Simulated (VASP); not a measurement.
# C in VASP: further runs

The runs below take C through single point, with PBE+D3(BJ).

Program: VASP 6.6.1. These are calculated values, not measurements. Logs are shortened: lines on timing, memory, paths and dates and some standing lists are left out, and cuts for length are marked.

## 1. The cell of the first run

The cell holds a slab with vacuum, 2 atoms: a = 2.466 Å, b = 2.466 Å, c = 26.001 Å, α = 90.00°, β = 90.00°, γ = 120.00°.

## 2. Single point, PBE+D3(BJ)

File INCAR:

```
SYSTEM = C
PREC     = Accurate       ! precision mode
ENCUT    = 520            ! plane-wave cutoff, eV
EDIFF    = 1E-6           ! SCF threshold, eV
ISMEAR   = 0              ! smearing method
SIGMA    = 0.1            ! smearing width, eV
LREAL    = .False.        ! projectors in reciprocal space
LASPH    = .True.         ! aspherical terms in the spheres
NELM     = 60             ! most SCF steps
ALGO     = Normal         ! electronic algorithm
ISIF     = 2              ! what is computed and relaxed
LWAVE    = .False.        ! write WAVECAR
LCHARG   = .False.        ! write CHGCAR
LDIPOL   = .True.       
IDIPOL   = 3            
DIPOL    = 0.5 0.5 0.500
GGA      = PE             ! functional
IVDW     = 12             ! dispersion correction
NBANDS   = 11             ! bands
```

File KPOINTS:

```
regular mesh
0
Gamma
  21 21 1
  0 0 0
```

File POSCAR:

```
C
1.0
    2.4657082495      0.0000000000      0.0000000000
   -1.2328541247      2.1353659824      0.0000000000
    0.0000000000      0.0000000000     26.0007535822
C
2
Direct
    0.0000000000      0.0000000000      0.5000000000
    0.3333333333      0.6666666667      0.5000000000
```

Potentials or basis: VASP PAW PBE potentials, release 64 (C).

The run is started by

```sh
$ cat potpaw_PBE.64/C/POTCAR > POTCAR
$ mpirun -np 1 vasp_std > vasp.out
```

OUTCAR:

```text
SYSTEM = C
   PREC = Accurate
   ENCUT = 520
   EDIFF = 1E-6
   ISMEAR = 0
   LREAL = .False.
   LASPH = .True.
   NELM = 60
   ISIF = 2
   GGA = PE
   IVDW = 12
 IVDW          = 12

 ion  position               nearest neighbor table
   1  0.000  0.000  0.500-   2 1.42   2 1.42   2 1.42
   2  0.333  0.667  0.500-   1 1.42   1 1.42   1 1.42

  LATTYP: Found a hexagonal cell.
 ALAT       =     2.4657082495
 C/A-ratio  =    10.5449432582

  Lattice vectors:

 A1 = (   2.4657082495,   0.0000000000,   0.0000000000)
 A2 = (  -1.2328541247,   2.1353659824,   0.0000000000)
 A3 = (   0.0000000000,   0.0000000000,  26.0007535822)

Analysis of symmetry for initial positions (statically):
=====================================================================
 Subroutine PRICEL returns:
 Original cell was already a primitive cell.

 Routine SETGRP: Setting up the symmetry group for a
 hexagonal supercell.

 Subroutine GETGRP returns: Found 24 space group operations
 (whereof 12 operations were pure point group operations)
 out of a pool of 24 trial point group operations.

The static configuration has the point symmetry D_3h.
 The point group associated with its full space group is D_6h.

Analysis of symmetry for dynamics (positions and initial velocities):
=====================================================================
 Subroutine PRICEL returns:
 Original cell was already a primitive cell.

 Routine SETGRP: Setting up the symmetry group for a
 hexagonal supercell.

 Subroutine GETGRP returns: Found 24 space group operations
 (whereof 12 operations were pure point group operations)
 out of a pool of 24 trial point group operations.

The dynamic configuration has the point symmetry D_3h.
 The point group associated with its full space group is D_6h.

 Subroutine INISYM returns: Found 24 space group operations
 (whereof 12 operations are pure point group operations),
 and found     1 'primitive' translations

----------------------------------------------------------------------------------------

                                     Primitive cell

  volume of cell :     136.8989

  direct lattice vectors                    reciprocal lattice vectors
     2.465708250  0.000000000  0.000000000     0.405562986  0.234151899  0.000000000
    -1.232854125  2.135365982  0.000000000     0.000000000  0.468303798  0.000000000
     0.000000000  0.000000000 26.000753582     0.000000000  0.000000000  0.038460424

  length of vectors
[... 98 lines left out ...]
   EFERMI_NEDOS =   21; number of points for ismear=-14 and -15
   IALGO  =     38    algorithm
   IMIX   =      4    mixing-type and parameters
     AMIX     =   0.40;   BMIX     =  1.00
     AMIX_MAG =   1.60;   BMIX_MAG =  1.00
  volume/ion in A,a.u.               =      68.45       461.92
  Fermi-wavevector in a.u.,A,eV,Ry     =   0.635289  1.200523  5.491209  0.403592
  Thomas-Fermi vector in A             =   1.699572
   LORBIT       =      0    0 simple, 1 ext, 2 COOP (PROOUT), +10 PAW based schemes
   GGA     = PE    functional components
   LHFCALC =     F    Hartree Fock is set to
   AEXX    =    0.0000 exact exchange contribution
   IVDW    =    12    specifies the selected vdW correction
   LEPSILON=     F    determine dielectric tensor
   LRPA    =     F    only Hartree local field effects (RPA)
 non-spin polarized calculation
 Gauss-broadening in eV      SIGMA  =   0.10
  energy-cutoff  :      520.00
  volume of cell :      136.90
 maximum number of plane-waves:      3740
   NGX =  9   NGY =  9   NGZ = 97

 dipolmoment           0.000000      0.000000      0.000000 electrons x Angstroem

 number of electron       7.9999997 magnetization

 dipolmoment           0.000000      0.000000     -0.000000 electrons x Angstroem

 Free energy of the ion-electron system (eV)
  ---------------------------------------------------
  ext. energy  EPLUGINS =         0.00000000
  ---------------------------------------------------
  free energy    TOTEN  =       -18.45101543 eV

  energy without entropy =      -18.45050369  energy(sigma->0) =      -18.45075956

 E-fermi :  -3.0883     XC(G=0):  -1.6775

 val. band max:       -3.0883053016   @ k =   0.3333   0.3333   0.0000
 cond. band min:      -3.0883052990   @ k =   0.3333   0.3333   0.0000
 fundamental gap:      0.0000000026
 Fermi energy:        -3.0883052996

 k-point     1 :       0.0000    0.0000    0.0000
  band No.  band energies     occupation
      1     -22.6136      2.00000
      2     -10.7078      2.00000
      3      -6.1343      2.00000
      4      -6.1343      2.00000
      5       0.1731      0.00000
      6       0.9440      0.00000
      7       1.2079      0.00000
      8       1.6726      0.00000
      9       1.9642      0.00000
     10       2.8615      0.00000
     11       3.2621      0.00000
[... 309 lines left out ...]
 k-point    24 :       0.1905    0.0952    0.0000
  band No.  band energies     occupation
      1     -21.1252      2.00000
      2     -10.2662      2.00000
      3      -8.9516      2.00000
      4      -8.6118      2.00000
      5       2.2084      0.00000
      6       2.9989      0.00000
      7       3.3000      0.00000
      8       3.7462      0.00000
      9       4.0444      0.00000
     10       4.2000      0.00000
     11       4.9315      0.00000

 [... further k-points ...]

------------------------ aborting loop because EDIFF is reached ----------------------------------------

 vacuum level on the upper side and lower side of the slab       (xc-potential included)        -0.009        -0.009

 Edisp (eV)   -0.17716

 E8    (eV) :    -0.0555

  FORCE on cell =-STRESS in cart. coord.  units (eV):
  Direction    XX          YY          ZZ          XY          YZ          ZX
  --------------------------------------------------------------------------------------
  -------------------------------------------------------------------------------------
  Total       0.07761     0.07761    -0.01082     0.00000     0.00000     0.00000
  in kB       0.90831     0.90831    -0.12665     0.00000     0.00000     0.00000
  external pressure =        0.56 kB  Pullay stress =        0.00 kB

 VOLUME and BASIS-vectors are now :
 -----------------------------------------------------------------------------
  energy-cutoff  :      520.00
  volume of cell :      136.90
      direct lattice vectors                 reciprocal lattice vectors
     2.465708250  0.000000000  0.000000000     0.405562986  0.234151899  0.000000000
    -1.232854125  2.135365982  0.000000000     0.000000000  0.468303798  0.000000000
     0.000000000  0.000000000 26.000753582     0.000000000  0.000000000  0.038460424

 POSITION                                       TOTAL-FORCE (eV/Angst)
 -----------------------------------------------------------------------------------
      0.00000      0.00000     13.00038        -0.000000      0.000000      0.000000
     -0.00000      1.42358     13.00038         0.000000      0.000000      0.000000
 -----------------------------------------------------------------------------------
    total drift:                                0.000000     -0.000000     -0.000000

  FREE ENERGIE OF THE ION-ELECTRON SYSTEM (eV)
  ---------------------------------------------------
  free  energy   TOTEN  =       -18.6281753159 eV

  energy  without entropy=      -18.6276635793  energy(sigma->0) =      -18.62791945

 vacuum level on the upper side and lower side of the slab         1.144         1.144
```

stdout:

```text
POSCAR found type information on POSCAR C
 POSCAR found :  1 types and       2 ions
 scaLAPACK will be used
 LDA part: xc-table for (Slater+PW92), standard interpolation
 POSCAR, INCAR and KPOINTS ok, starting setup
 FFT: planning ... GRIDC
 FFT: planning ... GRID_SOFT
 FFT: planning ... GRID
 WAVECAR not read
 entering main loop
```

Wall time 64 s (1 thread of Intel Xeon Platinum 8488C (Sapphire Rapids), shared host); peak memory 0.26 GiB.

What came out:

```yaml
Free_energy: -18.6282 eV
Band_gap_on_the_k_mesh: zero (filled and empty bands touch)
Dispersion_energy_per_atom: -0.089 eV
```

Levels at points of the mesh, in eV from the Fermi level:
| k point | band 1 | band 2 | band 3 | band 4 | band 5 | band 6 | band 7 | band 8 | band 9 |
| --- | --- | --- | --- | --- | --- | --- | --- | --- | --- |
| (0.00, 0.00, 0.00) | -19.53 | -7.62 | -3.05 | -3.05 | 3.26 | 4.03 | 4.30 | 4.76 | 5.05 |

## 3. Single point, PBE+D3(BJ)

File INCAR:

```
PREC = Accurate ; ENCUT = 520
EDIFF = 1E-7 ; ISMEAR = 0
SIGMA = 0.1 ; LREAL = F
LASPH = T ; NELM = 100
ALGO = Normal ; ISIF = 2
LWAVE = F ; LCHARG = F
LDIPOL = T ; IDIPOL = 3
DIPOL = 0.5 0.5 0.500 ; GGA = PE
IVDW = 12 ; NBANDS = 11
```

File KPOINTS:

```
Automatic mesh
0
Gamma
  21 21 1
```

File POSCAR:

```
C
1.0
    2.4651872191      0.0000000000      0.0000000000
   -1.2325936095      2.1349147568      0.0000000000
    0.0000000000      0.0000000000     26.0007535822
C
2
Direct
    0.0000000000      0.0000000000      0.5000072458
    0.3333333333      0.6666666667      0.4999927542
```

Potentials or basis: VASP PAW PBE potentials, release 64 (C).

The run is started by

```sh
$ cat potpaw_PBE.64/C/POTCAR > POTCAR
$ mpirun -np 1 vasp_std > vasp.out
```

Run time: 64 s. Hardware: 1 thread of Intel Xeon Platinum 8488C (Sapphire Rapids), shared host; peak memory 0.26 GiB.

It converged, with:

| Quantity | Value |
| --- | --- |
| Free energy | -18.6281 eV |
| Largest force | 0.006 eV/Å |
| Band gap on the k mesh | zero (filled and empty bands touch) |
| Dispersion energy per atom | -0.089 eV |

Forces in eV/Å, atoms in the order of the input:
```
C    0.000  0.000 -0.006
C    0.000  0.000  0.006
```

Levels at points of the mesh, in eV from the Fermi level:
```
           k point  band 1  band 2  band 3  band 4  band 5  band 6  band 7  band 8
(0.00, 0.00, 0.00)  -19.53   -7.62   -3.05   -3.05    3.26    4.03    4.31    4.77
```

## 4. Single point, PBE+D3(BJ)

File INCAR:

```
PREC = Accurate
ENCUT = 520
EDIFF = 1E-6
ISMEAR = 0
SIGMA = 0.1
LREAL = F
LASPH = T
NELM = 120
ALGO = Normal
ISIF = 2
LWAVE = F
LCHARG = F
LDIPOL = T
IDIPOL = 3
DIPOL = 0.5 0.5 0.500
GGA = PE
IVDW = 12
NBANDS = 11
GGA_COMPAT = F
NELMDL = -8
```

File KPOINTS:

```
Automatic mesh
0
Gamma
  9 9 1
```

POSCAR is that of step 3.

The run is started by

```sh
$ cat potpaw_PBE.64/C/POTCAR > POTCAR
$ mpirun -np 1 vasp_std > vasp.out
```

It took 18 s on 1 thread of AMD EPYC 9R45 (Zen 5), shared host; peak memory 0.2 GiB.

It converged, with:

```yaml
Free_energy: -18.6145 eV
Largest_force: 0.006 eV/Å
Band_gap_on_the_k_mesh: zero (filled and empty bands touch)
Dispersion_energy_per_atom: -0.089 eV
```

Forces on the atoms (eV/Å):
```
C    0.000  0.000 -0.006
C    0.000  0.000  0.006
```

Levels at points of the mesh, in eV from the Fermi level:
```
           k point  band 1  band 2  band 3  band 4  band 5  band 6  band 7  band 8  band 9
(0.00, 0.00, 0.00)  -19.53   -7.62   -3.05   -3.05    3.26    4.03    4.30    4.77    5.05
```

## 5. The runs side by side

| cell | k mesh | gap on the mesh (eV) | largest force (eV/Å) |
| --- | --- | --- | --- |
| a = 2.466, b = 2.466, c = 26.001 Å, angles 90.0, 90.0, 120.0°, 2 atoms | 21 × 21 × 1 | none | - |
| a = 2.465, b = 2.465, c = 26.001 Å, angles 90.0, 90.0, 120.0°, 2 atoms | 21 × 21 × 1 | none | 0.01 |
| a = 2.465, b = 2.465, c = 26.001 Å, angles 90.0, 90.0, 120.0°, 2 atoms | 9 × 9 × 1 | none | 0.01 |

Alike in all rows: task single point; level PBE+D3(BJ); potentials or basis VASP PAW PBE potentials, release 64 (C); no spin polarisation; cutoff (eV) 520; smearing gaussian 0.1 eV.

Every run on the cell as given and a fine mesh finds a metal.

Total energies depend on the potentials used, so only differences within one code and one set of settings carry meaning.
